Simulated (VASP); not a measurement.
# SrO in VASP: a series of runs, part 2 of 2

VASP 6.6.1. Earlier steps stand in the parts before.

## (5) Single point, r2SCAN (strain +0.050 along x and y, +0.025 along z)

POSCAR reads:

```
SrO
1.0
    0.0000000000      2.6982900000      2.6340450000
    2.6982900000      0.0000000000      2.6340450000
    2.6982900000      2.6982900000      0.0000000000
Sr O
1 1
Direct
    0.0000000000      0.0000000000      0.0000000000
    0.5000000000      0.5000000000      0.5000000000
```

INCAR.step1 reads:

```
  ALGO = Normal
  EDIFF = 1E-4
  ENCUT = 520
  GGA = PE
  ISMEAR = 0
  LASPH = T
  LCHARG = F
  LREAL = F
  LWAVE = T
  NBANDS = 15
  NELM = 60
  PREC = Accurate
  SIGMA = 0.05
```

INCAR.step2 reads:

```
  ALGO = Normal
  EDIFF = 1E-6
  ENCUT = 520
  ISIF = 2
  ISMEAR = 0
  ISTART = 1
  LASPH = T
  LCHARG = F
  LMIXTAU = T
  LREAL = F
  LWAVE = F
  METAGGA = R2SCAN
  NBANDS = 15
  NELM = 60
  PREC = Accurate
  SIGMA = 0.05
```

KPOINTS reads:

```
k-points
0
Gamma
  8 8 8
```

Potentials or basis: VASP PAW PBE potentials, release 64 (Sr_sv, O).

Run with:

```sh
$ cat potpaw_PBE.64/Sr_sv/POTCAR potpaw_PBE.64/O/POTCAR > POTCAR
$ cp INCAR.step1 INCAR
$ mpirun -np 1 vasp_std > vasp.out
$ cp INCAR.step2 INCAR
$ mpirun -np 1 vasp_std > vasp.out
```

OUTCAR:

```text
EDIFF = 1E-6
   ENCUT = 520
   ISIF = 2
   ISMEAR = 0
   ISTART = 1
   LASPH = T
   LREAL = F
   METAGGA = R2SCAN
   NELM = 60
   PREC = Accurate

 ion  position               nearest neighbor table
   1  0.000  0.000  0.000-   2 2.63   2 2.63   2 2.70   2 2.70   2 2.70   2 2.70
   2  0.500  0.500  0.500-   1 2.63   1 2.63   1 2.70   1 2.70   1 2.70   1 2.70

  LATTYP: Found a body centered tetragonal cell.
 ALAT       =     3.8159583132
 C/A-ratio  =     1.3805418109

  Lattice vectors:

 A1 = (   0.0000000000,  -2.6982900000,  -2.6340450000)
 A2 = (   0.0000000000,   2.6982900000,  -2.6340450000)
 A3 = (   2.6982900000,   0.0000000000,   2.6340450000)

Analysis of symmetry for initial positions (statically):
=====================================================================
 Subroutine PRICEL returns:
 Original cell was already a primitive cell.

 Routine SETGRP: Setting up the symmetry group for a
 body centered tetragonal supercell.

 Subroutine GETGRP returns: Found 16 space group operations
 (whereof 16 operations were pure point group operations)
 out of a pool of 16 trial point group operations.

The static configuration has the point symmetry D_4h.

[... 168 lines left out ...]
  band No.  band energies     occupation
      1     -33.1189      2.00000
      2     -15.0594      2.00000
      3     -14.2515      2.00000
      4     -14.2515      2.00000
      5     -14.2240      2.00000
      6       0.8049      2.00000
      7       0.8049      2.00000
      8       0.8614      2.00000
      9       4.6277      0.00000
     10       7.2567      0.00000
     11       7.2567      0.00000
     12       7.4121      0.00000
     13       9.2160      0.00000
     14       9.5306      0.00000
[... 401 lines left out ...]
      2     -15.9730      2.00000
      3     -14.3439      2.00000
      4     -14.3152      2.00000
      5     -13.5114      2.00000
      6      -0.6203      2.00000
      7       0.1207      2.00000
      8       0.2738      2.00000
      9       6.6928      0.00000
     10       7.6308      0.00000
     11       9.2052      0.00000
     12       9.4348      0.00000
     13      11.1676      0.00000
     14      11.4439      0.00000
     15      15.8535      0.00000

 [... further k-points ...]
[... 5 lines left out ...]
  --------------------------------------------------------------------------------------
  -------------------------------------------------------------------------------------
  Total       -1.9783064     -1.9783064     -1.5578280      0.0000000      0.0000000      0.0000000
  in kB      -82.6368394    -82.6368394    -65.0728238      0.0000000      0.0000000      0.0000000
  external PRESSURE =     -76.7821675 kB  Pullay stress =       0.0000000 kB

 VOLUME and BASIS-vectors are now :
 -----------------------------------------------------------------------------
  energy-cutoff  :      520.00
  volume of cell :       38.36
      direct lattice vectors                 reciprocal lattice vectors
     0.000000000  2.698290000  2.634045000    -0.185302543  0.185302543  0.189822118
     2.698290000  0.000000000  2.634045000     0.185302543 -0.185302543  0.189822118
     2.698290000  2.698290000  0.000000000     0.185302543  0.185302543 -0.189822118

 POSITION                                       TOTAL-FORCE (eV/Angst)
 -----------------------------------------------------------------------------------
      0.00000      0.00000      0.00000         0.000000     -0.000000      0.000000
      2.69829      2.69829      2.63404        -0.000000      0.000000      0.000000
 -----------------------------------------------------------------------------------
    total drift:                                0.000000      0.000000      0.000000

  FREE ENERGIE OF THE ION-ELECTRON SYSTEM (eV)
  ---------------------------------------------------
  free  energy   TOTEN  =       -26.9538333974 eV

  energy  without entropy=      -26.9538333974  energy(sigma->0) =      -26.95383340
```

OUTCAR.step1:

```text
EDIFF = 1E-4
   ENCUT = 520
   GGA = PE
   ISMEAR = 0
   LASPH = T
[... 653 lines left out ...]
 -----------------------------------------------------------------------------------
      0.00000      0.00000      0.00000        -0.000000      0.000000      0.000000
      2.69829      2.69829      2.63404         0.000000     -0.000000      0.000000
 -----------------------------------------------------------------------------------
    total drift:                                0.000000      0.000000      0.000000

  FREE ENERGIE OF THE ION-ELECTRON SYSTEM (eV)
  ---------------------------------------------------
  free  energy   TOTEN  =       -11.9923593770 eV

  energy  without entropy=      -11.9923593770  energy(sigma->0) =      -11.99235938
```

OSZICAR.step1:

```text
N       E                     dE             d eps       ncg     rms          rms(c)
DAV:   1     0.687339058112E+02    0.68734E+02   -0.82432E+03  1770   0.103E+03
DAV:   2    -0.108319506996E+02   -0.79566E+02   -0.72724E+02  2425   0.217E+02
DAV:   3    -0.141400940959E+02   -0.33081E+01   -0.32875E+01  2336   0.402E+01
DAV:   4    -0.142081029581E+02   -0.68009E-01   -0.67995E-01  2238   0.549E+00
DAV:   5    -0.142098777625E+02   -0.17748E-02   -0.17748E-02  2286   0.660E-01    0.135E+01
DAV:   6    -0.121909397786E+02    0.20189E+01   -0.72977E+00  1833   0.188E+01    0.156E+01
DAV:   7    -0.120035843580E+02    0.18736E+00   -0.41390E-01  1987   0.535E+00    0.902E+00
DAV:   8    -0.119919523842E+02    0.11632E-01   -0.13119E-01  2225   0.377E+00    0.465E-01
DAV:   9    -0.119916562898E+02    0.29609E-03   -0.81065E-03  2097   0.639E-01    0.240E-01
DAV:  10    -0.119921331180E+02   -0.47683E-03   -0.51437E-04  1945   0.226E-01    0.977E-02
DAV:  11    -0.119923361729E+02   -0.20305E-03   -0.24017E-04  1896   0.110E-01    0.322E-02
DAV:  12    -0.119923593770E+02   -0.23204E-04   -0.27542E-05  1396   0.359E-02
   1 F= -.11992359E+02 E0= -.11992359E+02  d E =-.334082E-18
```

Run time: 2.4 min. Hardware: 1 thread of AMD EPYC 7R43 (Zen 3), shared host; peak memory 0.15 GiB.

What came out:

```
Free energy            : -26.9538 eV
Pressure               : -7.7 GPa
Band gap on the k mesh : 3.67 eV, indirect (least direct gap 3.77 eV)
```

Stress tensor (GPa, compression positive):
```
-8.26  0.00  0.00
 0.00 -8.26  0.00
 0.00  0.00 -6.51
```

Caveat: the cell differs from its parent crystal (strain +0.050 along x and y, +0.025 along z); the PAW data sets were made with another functional, which shifts forces and pressure a little.

## (6) Single point, r2SCAN (strain -0.050 along x and y, -0.050 along z)

POSCAR reads:

```
SrO
1.0
    0.0000000000      2.4413100000      2.4413100000
    2.4413100000      0.0000000000      2.4413100000
    2.4413100000      2.4413100000      0.0000000000
Sr O
1 1
Direct
    0.0000000000      0.0000000000      0.0000000000
    0.5000000000      0.5000000000      0.5000000000
```

INCAR.step1 reads:

```
SYSTEM = SrO
PREC = Accurate
ENCUT = 520
ISMEAR = 0
SIGMA = 0.05
LREAL = .False.
LASPH = .True.
NELM = 100
NBANDS = 15
GGA = PE
ALGO = Normal
EDIFF = 1E-4
LWAVE = .True.
LCHARG = .False.
```

INCAR.step2 reads:

```
SYSTEM = SrO
PREC = Accurate
ENCUT = 520
EDIFF = 1E-7
ISMEAR = 0
SIGMA = 0.05
LREAL = .False.
LASPH = .True.
NELM = 100
ALGO = Normal
ISIF = 2
LWAVE = .False.
LCHARG = .False.
METAGGA = R2SCAN
LMIXTAU = .True.
NBANDS = 15
ISTART = 1
```

KPOINTS reads:

```
regular mesh
0
Gamma
  8 8 8
  0 0 0
```

Potentials or basis: VASP PAW PBE potentials, release 64 (Sr_sv, O).

Run with:

```sh
$ cat potpaw_PBE.64/Sr_sv/POTCAR potpaw_PBE.64/O/POTCAR > POTCAR
$ cp INCAR.step1 INCAR
$ mpirun -np 1 vasp_std > vasp.out
$ cp INCAR.step2 INCAR
$ mpirun -np 1 vasp_std > vasp.out
```

OUTCAR:

```text
SYSTEM = SrO
   PREC = Accurate
   ENCUT = 520
   EDIFF = 1E-7
   ISMEAR = 0
   LREAL = .False.
   LASPH = .True.
   NELM = 100
   ISIF = 2
   METAGGA = R2SCAN
   ISTART = 1

 ion  position               nearest neighbor table
   1  0.000  0.000  0.000-   2 2.44   2 2.44   2 2.44   2 2.44   2 2.44   2 2.44
   2  0.500  0.500  0.500-   1 2.44   1 2.44   1 2.44   1 2.44   1 2.44   1 2.44

  LATTYP: Found a face centered cubic cell.
 ALAT       =     4.8826200000

  Lattice vectors:

 A1 = (   0.0000000000,   2.4413100000,   2.4413100000)
 A2 = (   2.4413100000,   0.0000000000,   2.4413100000)
 A3 = (   2.4413100000,   2.4413100000,   0.0000000000)

Analysis of symmetry for initial positions (statically):
=====================================================================
 Subroutine PRICEL returns:
 Original cell was already a primitive cell.

 Routine SETGRP: Setting up the symmetry group for a
 face centered cubic supercell.

 Subroutine GETGRP returns: Found 48 space group operations
 (whereof 48 operations were pure point group operations)
 out of a pool of 48 trial point group operations.

The static configuration has the point symmetry O_h .

Analysis of symmetry for dynamics (positions and initial velocities):
=====================================================================
 Subroutine PRICEL returns:
 Original cell was already a primitive cell.

 Routine SETGRP: Setting up the symmetry group for a
 face centered cubic supercell.

 Subroutine GETGRP returns: Found 48 space group operations
 (whereof 48 operations were pure point group operations)
 out of a pool of 48 trial point group operations.

The dynamic configuration has the point symmetry O_h .

 Subroutine INISYM returns: Found 48 space group operations
 (whereof 48 operations are pure point group operations),
 and found     1 'primitive' translations

----------------------------------------------------------------------------------------

[... 116 lines left out ...]
   LORBIT       =      0    0 simple, 1 ext, 2 COOP (PROOUT), +10 PAW based schemes
   METAGGA = R2SCAN    functional components
   LHFCALC =     F    Hartree Fock is set to
   AEXX    =    0.0000 exact exchange contribution
   IVDW    =     0    specifies the selected vdW correction
   LEPSILON=     F    determine dielectric tensor
   LRPA    =     F    only Hartree local field effects (RPA)
 non-spin polarized calculation
 Gauss-broadening in eV      SIGMA  =   0.05
  energy-cutoff  :      520.00
  volume of cell :       29.10
 maximum number of plane-waves:       817
 NGX is ok and might be reduce to    28
   NGX = 13   NGY = 13   NGZ = 13

 number of electron      16.0000003 magnetization

 Free energy of the ion-electron system (eV)
  ---------------------------------------------------
  ext. energy  EPLUGINS =         0.00000000
  ---------------------------------------------------
  free energy    TOTEN  =       -26.70914757 eV

  energy without entropy =      -26.70914757  energy(sigma->0) =      -26.70914757

 E-fermi :   2.4415     XC(G=0): -11.4128

 val. band max:        2.2052316121   @ k =   0.5000   0.5000   0.0000
 cond. band min:       5.7390199836   @ k =   0.5000   0.5000   0.0000
 fundamental gap:      3.5337883716
 Fermi energy:         2.4414830096

 k-point     1 :       0.0000    0.0000    0.0000
  band No.  band energies     occupation
      1     -30.8455      2.00000
      2     -14.0660      2.00000
      3     -11.6461      2.00000
      4     -11.6461      2.00000
      5     -11.6461      2.00000
      6       2.1443      2.00000
      7       2.1443      2.00000
      8       2.1443      2.00000
      9       8.0872      0.00000
     10       9.2367      0.00000
     11       9.2367      0.00000
     12       9.2367      0.00000
     13      11.9364      0.00000
     14      11.9364      0.00000
[... 401 lines left out ...]
      2     -15.4555      2.00000
      3     -12.2627      2.00000
      4     -12.0276      2.00000
      5     -10.9302      2.00000
      6       0.3980      2.00000
      7       1.1583      2.00000
      8       1.3069      2.00000
      9       9.6353      0.00000
     10      10.0654      0.00000
     11      13.2924      0.00000
     12      13.5812      0.00000
     13      16.0324      0.00000
     14      17.5509      0.00000
     15      18.6264      0.00000

 [... further k-points ...]
[... 5 lines left out ...]
  --------------------------------------------------------------------------------------
  -------------------------------------------------------------------------------------
  Total        4.2883321      4.2883321      4.2883321      0.0000000     -0.0000000      0.0000000
  in kB      236.1022921    236.1022921    236.1022921      0.0000000     -0.0000000      0.0000000
  external PRESSURE =     236.1022921 kB  Pullay stress =       0.0000000 kB

 VOLUME and BASIS-vectors are now :
 -----------------------------------------------------------------------------
  energy-cutoff  :      520.00
  volume of cell :       29.10
      direct lattice vectors                 reciprocal lattice vectors
     0.000000000  2.441310000  2.441310000    -0.204808074  0.204808074  0.204808074
     2.441310000  0.000000000  2.441310000     0.204808074 -0.204808074  0.204808074
     2.441310000  2.441310000  0.000000000     0.204808074  0.204808074 -0.204808074

 POSITION                                       TOTAL-FORCE (eV/Angst)
 -----------------------------------------------------------------------------------
      0.00000      0.00000      0.00000        -0.000000     -0.000000     -0.000000
      2.44131      2.44131      2.44131         0.000000      0.000000      0.000000
 -----------------------------------------------------------------------------------
    total drift:                                0.000000      0.000000      0.000000

  FREE ENERGIE OF THE ION-ELECTRON SYSTEM (eV)
  ---------------------------------------------------
  free  energy   TOTEN  =       -26.7091475678 eV

  energy  without entropy=      -26.7091475678  energy(sigma->0) =      -26.70914757
```

OSZICAR.step1:

```text
N       E                     dE             d eps       ncg     rms          rms(c)
DAV:   1     0.710385428831E+02    0.71039E+02   -0.87038E+03   878   0.107E+03
DAV:   2    -0.108718140216E+02   -0.81910E+02   -0.73329E+02  1211   0.232E+02
DAV:   3    -0.139007747426E+02   -0.30290E+01   -0.30126E+01  1086   0.390E+01
DAV:   4    -0.139415049483E+02   -0.40730E-01   -0.40723E-01  1091   0.455E+00
DAV:   5    -0.139425933802E+02   -0.10884E-02   -0.10884E-02  1039   0.558E-01    0.227E+01
DAV:   6    -0.117490198861E+02    0.21936E+01   -0.62144E+00   891   0.211E+01    0.264E+01
DAV:   7    -0.116561854410E+02    0.92834E-01   -0.22125E-01  1109   0.443E+00    0.154E+01
DAV:   8    -0.116442719101E+02    0.11914E-01   -0.93543E-02  1171   0.300E+00    0.121E+00
DAV:   9    -0.116460619165E+02   -0.17900E-02   -0.45601E-03  1206   0.491E-01    0.236E-01
DAV:  10    -0.116466014995E+02   -0.53958E-03   -0.53438E-04   912   0.197E-01    0.440E-02
DAV:  11    -0.116466622361E+02   -0.60737E-04   -0.66004E-05   715   0.658E-02
   1 F= -.11646662E+02 E0= -.11646662E+02  d E =-.239031E-24
```

Wall time 3.2 min (1 thread of AMD EPYC 7R13, shared host); peak memory 0.14 GiB.

Results:

* Free energy: -26.7091 eV
* Pressure: 23.6 GPa
* Band gap on the k mesh: 3.53 eV, direct

Levels at points of the mesh, in eV from the valence-band top:
| k point | band 4 | band 5 | band 6 | band 7 | band 8 | band 9 | band 10 | band 11 | band 12 | band 13 |
| --- | --- | --- | --- | --- | --- | --- | --- | --- | --- | --- |
| (0.00, 0.00, 0.00) | -13.85 | -13.85 | -0.06 | -0.06 | -0.06 | 5.88 | 7.03 | 7.03 | 7.03 | 9.73 |
| (0.50, 0.00, 0.00) | -13.95 | -12.68 | -2.49 | -1.55 | -1.55 | 7.75 | 10.35 | 10.35 | 10.38 | 14.23 |
| (0.50, 0.50, 0.00) | -14.44 | -14.44 | -0.12 | 0.00 | 0.00 | 3.53 | 9.76 | 11.92 | 12.60 | 12.96 |

Caveat: the cell differs from its parent crystal (strain -0.050 along x and y, -0.050 along z); the PAW data sets were made with another functional, which shifts forces and pressure a little.

## (7) The runs side by side

| cell | gap on the mesh (eV) | pressure (GPa) |
| --- | --- | --- |
| a = 3.726, b = 3.726, c = 3.634 Å, angles 60.8, 60.8, 58.4°, 2 atoms | 3.67 | -2.3 |
| a = 3.680, b = 3.680, c = 3.725 Å, angles 59.6, 59.6, 60.8°, 2 atoms | 3.65 | -2.7 |
| a = 3.771, b = 3.771, c = 3.725 Å, angles 60.4, 60.4, 59.2°, 2 atoms | 3.73 | -6.2 |
| a = 3.771, b = 3.771, c = 3.816 Å, angles 59.6, 59.6, 60.8°, 2 atoms | 3.67 | -7.7 |
| a = 3.453 Å, angles 60.0°, 2 atoms | 3.53 | 23.6 |

Alike in all rows: task single point; level r2SCAN; potentials or basis VASP PAW PBE potentials, release 64 (Sr_sv, O); no spin polarisation; k mesh 8 × 8 × 8; cutoff (eV) 520; smearing gaussian 0.05 eV.

Caveats: the PAW data sets were made with another functional, which shifts forces and pressure a little.

Total energies depend on the potentials used, so only differences within one code and one set of settings carry meaning.
